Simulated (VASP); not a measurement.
# Co: single point with LDA

Co:

```
CELL_PARAMETERS angstrom
0.00000 1.93369 1.93369
1.93369 0.00000 1.93369
1.93369 1.93369 0.00000
ATOMIC_POSITIONS crystal
Co 0.87500 0.87500 0.87500
Co 0.12500 0.12500 0.12500
```

```
Program                : VASP 6.6.1
Task                   : single point
Functional             : LDA
Potentials or basis    : VASP PAW LDA potentials, release 64 (Co)
Cutoff                 : 520 eV
k mesh                 : 17 × 17 × 17
Occupations            : fermi-dirac, width 0.1 eV
Spin                   : collinear spin, ferromagnetic start
Starting moments       : [1.7, 1.7] μB
Dipole correction      : no
Further INCAR settings : ALGO = Normal; EDIFF = 1e-07; NBANDS = 20
```

```yaml
Pressure: 369.7 GPa
Band_gap_on_the_k_mesh: zero (filled and empty bands overlap)
Net_moment: 0.00 μB per cell
```

Levels at points of the mesh, in eV from the Fermi level:
Spin up:
```
           k point  band 6  band 7  band 8  band 9  band 10  band 11  band 12  band 13
(0.00, 0.00, 0.00)   -6.37   -2.77   -2.77   -2.77     1.17     1.17    19.72    19.76
```
Spin down:
| k point | band 5 | band 6 | band 7 | band 8 | band 9 | band 10 | band 11 | band 12 | band 13 | band 14 |
| --- | --- | --- | --- | --- | --- | --- | --- | --- | --- | --- |
| (0.00, 0.00, 0.00) | -6.37 | -6.37 | -2.77 | -2.77 | -2.77 | 1.17 | 1.17 | 19.72 | 19.76 | 19.76 |

It took 73 s on 1 thread of AMD EPYC 9R14 (Zen 4) (shared host), peak memory 0.14 GiB.

Caveat: the starting moments collapsed, and a magnetic state may lie lower.
